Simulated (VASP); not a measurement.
A run of VASP 6.6.1:

The input INCAR:

```
PREC = Accurate
ENCUT = 520
EDIFF = 1E-6
ISMEAR = 0
SIGMA = 0.05
LREAL = False
LASPH = True
NELM = 100
ALGO = Normal
ISIF = 2
LWAVE = False
LCHARG = False
GGA = PE
NBANDS = 11
```

File KPOINTS:

```
regular mesh
0
Gamma
  22 22 22
```

File POSCAR:

```
Ni
1.0
    0.0000000000      1.7532767317      1.7532767317
    1.7532767317      0.0000000000      1.7532767317
    1.7532767317      1.7532767317      0.0000000000
Ni
1
Direct
    0.0000000000      0.0000000000      0.0000000000
```

Potentials or basis: VASP PAW PBE potentials, release 64 (Ni).

Command:

```bash
$ cat potpaw_PBE.64/Ni/POTCAR > POTCAR
$ mpirun -np 1 vasp_std > vasp.out
```

Hardware: 1 thread of Intel Xeon 8259CL, with other jobs on the host.

Estimate the wall time of this run.

It took 45 s on 1 thread of Intel Xeon 8259CL, on a shared host, peak memory 0.15 GiB. Counts: scf iterations 12, k points 328.
